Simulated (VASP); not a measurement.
## CS2: single point with PBEsol

Crystal: CS2.

```
CELL_PARAMETERS angstrom
3.64579 -2.99431 0.00000
3.64579 2.99431 0.00000
0.00000 0.00000 9.85126
ATOMIC_POSITIONS crystal
S 0.17345 0.81816 0.88766
S 0.31863 0.68338 0.38635
S 0.67563 0.31544 0.61508
S 0.82849 0.16352 0.11192
C 0.49491 0.49930 0.50413
C 0.00994 0.98905 0.00088
```

This cell differs from its parent crystal: atoms moved at random.

- Program: VASP 6.6.1
- Task: single point
- Functional: PBEsol
- Potentials or basis: VASP PAW PBE potentials, release 64 (S, C)
- Cutoff: 520 eV
- k mesh: 6 × 6 × 3
- Occupations: fermi-dirac, width 0.05 eV
- Spin: no spin polarisation
- Dipole correction: no
- Further INCAR settings: ALGO = Normal; EDIFF = 1e-07; NBANDS = 25

```
Pressure               : 1.2 GPa
Largest force          : 3.220 eV/Å
Band gap on the k mesh : 3.46 eV
```

Forces in eV/Å, atoms in the order of the input:
```
S    0.030 -2.229 -2.324
S   -0.048 -0.841  1.019
S   -0.025 -0.202  0.309
S    0.060  1.049  1.227
C    0.073  1.042 -1.329
C   -0.090  1.180  1.097
```

Stress tensor (GPa, compression positive):
```
-0.22  0.01  0.05
 0.01  1.77  3.28
 0.05  3.28  2.09
```

Levels at points of the mesh, in eV from the valence-band top:
```csv
k point,band 12,band 13,band 14,band 15,band 16,band 17,band 18,band 19,band 20,band 21
"(0.00, 0.00, 0.00)",-2.76,-0.47,-0.35,-0.33,-0.18,3.52,3.60,3.93,4.12,5.23
"(0.50, 0.00, 0.00)",-2.86,-0.31,-0.28,-0.16,-0.13,3.52,3.67,3.75,3.88,6.68
"(0.00, 0.50, 0.00)",-2.86,-0.29,-0.28,-0.15,-0.13,3.53,3.68,3.75,3.89,6.67
"(0.50, 0.50, 0.00)",-3.03,-0.56,-0.48,-0.25,0.00,3.46,3.52,4.21,4.26,6.29
```

Wall time 4.6 min on 1 thread of Intel(R) Xeon(R) Platinum 8259CL CPU @ 2.50GHz (Skylake/Cascade Lake), on a shared host, peak memory 0.44 GiB.

Caveat: the cell differs from its parent crystal (atoms moved at random); this functional lacks dispersion, which holds the molecules together, so the pressure and a relaxed volume are unreliable; the PAW data sets were made with another functional, which shifts forces and pressure a little; an odd mesh through Γ misses points on the zone boundary, where band edges can lie.
